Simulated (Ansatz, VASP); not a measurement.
One calculation of Al, two programs

The input INCAR:

```
ALGO     = Normal         # electronic algorithm
EDIFF    = 1E-6           # SCF threshold, eV
ENCUT    = 520            # plane-wave cutoff, eV
GGA      = PE             # functional
ISIF     = 2              # what is computed and relaxed
ISMEAR   = 0              # smearing method
IVDW     = 12             # dispersion correction
LASPH    = True           # aspherical terms in the spheres
LCHARG   = False          # write CHGCAR
LREAL    = False          # projectors in reciprocal space
LWAVE    = False          # write WAVECAR
NBANDS   = 14             # bands
NELM     = 100            # most SCF steps
PREC     = Accurate       # precision mode
SIGMA    = 0.15           # smearing width, eV
```

The input KPOINTS:

```
k-points
0
Gamma
  18 18 6
```

File POSCAR:

```
Al
1.0
    2.7584220215      0.0000000000      0.0000000000
   -1.3792110108      2.3888635450      0.0000000000
    0.0000000000      0.0000000000      9.4277347852
Al
4
Direct
    0.0000000000      0.0000000000      0.0000000000
    0.3333333333      0.6666666667      0.2500000000
    0.0000000000      0.0000000000      0.5000000000
    0.6666666667      0.3333333333      0.7500000000
```

Input for Ansatz:

```yaml
crystal:
  lattice:
    - [2.7584220215, 0.0, 0.0]
    - [-1.3792110108, 2.388863545, 0.0]
    - [0.0, 0.0, 9.4277347852]
  atoms:
    - { symbol: Al, position: [0.0, 0.0, 0.0] }
    - { symbol: Al, position: [0.3333333333, 0.6666666667, 0.25] }
    - { symbol: Al, position: [0.0, 0.0, 0.5] }
    - { symbol: Al, position: [0.6666666667, 0.3333333333, 0.75] }
basis:
  ecutwfc: 420
kpoints:
  mp_grid: { grid: [18, 18, 6] }
hamiltonian:
  xc: pbe
  pseudopotentials: { kind: paw, azcp: { folder: soft_1 } }
  dispersion: d3bj
scf:
  occupations: { method: gaussian, width: 0.15 }
output:
  forces: true
  stress: true
  eigenvalues: true
```

Alike in both runs: task single point; functional PBE; dispersion D3(BJ); k mesh 18 × 18 × 6; occupations gaussian, width 0.15 eV; no spin polarisation.

|  | VASP | Ansatz |
| --- | --- | --- |
| version | VASP 6.6.1 | Ansatz 0.2.0 |
| potentials or method | VASP PAW PBE potentials, release 64 (Al), cutoff 520 eV | scalar-relativistic, plane waves, PAW |
| valence electrons in the cell | 12 | 12 |

```tsv
	VASP	Ansatz	Ansatz less VASP
gap on the k mesh at the Fermi level (eV)	none	none	-
pressure (GPa)	2.0	2.0	0.00
traceless stress, the component that is largest in VASP (GPa)	-2.62	-2.63	-0.005
```

A gap of «none» marks a metal or a gap that the smearing closes.
